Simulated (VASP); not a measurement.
A run of VASP 6.6.1:

File POSCAR:

```
Zr3Cu
1.0
    4.3960810761      0.0000000000      0.0000000000
    0.0000000000      4.3960810761      0.0000000000
    0.0000000000      0.0000000000      4.3960810761
Zr Cu
3 1
Direct
    0.5000000000      0.5000000000      0.0000000000
    0.5000000000      0.0000000000      0.5000000000
    0.0000000000      0.5000000000      0.5000000000
    0.0000000000      0.0000000000      0.0000000000
```

The input INCAR.step1:

```
PREC = Accurate ; ENCUT = 520
ISMEAR = -1 ; SIGMA = 0.1
LREAL = F ; LASPH = T
NELM = 60 ; NBANDS = 32
GGA = PE ; ALGO = Normal
EDIFF = 1E-4 ; LWAVE = T
LCHARG = F
```

The input INCAR.step2:

```
PREC = Accurate ; ENCUT = 520
EDIFF = 1E-7 ; ISMEAR = -1
SIGMA = 0.1 ; LREAL = F
LASPH = T ; NELM = 60
ALGO = Normal ; ISIF = 2
LWAVE = F ; LCHARG = F
METAGGA = R2SCAN ; LMIXTAU = T
NBANDS = 32 ; ISTART = 1
```

KPOINTS

```
Automatic mesh
0
Gamma
  6 6 6
```

Potentials or basis: VASP PAW PBE potentials, release 64 (Zr_sv, Cu).

Run with:

```sh
$ cat potpaw_PBE.64/Zr_sv/POTCAR potpaw_PBE.64/Cu/POTCAR > POTCAR
$ cp INCAR.step1 INCAR
$ mpirun -np 1 vasp_std > vasp.out
$ cp INCAR.step2 INCAR
$ mpirun -np 1 vasp_std > vasp.out
```

Hardware: 1 thread of Intel(R) Xeon(R) Platinum 8559C (Emerald Rapids), with other jobs on the host.

**Question.** How long does it take, and how much memory?

**Answer.** It took 2.3 min on 1 thread of Intel(R) Xeon(R) Platinum 8559C (Emerald Rapids) (shared host), peak memory 0.23 GiB. Counts: k points 20.
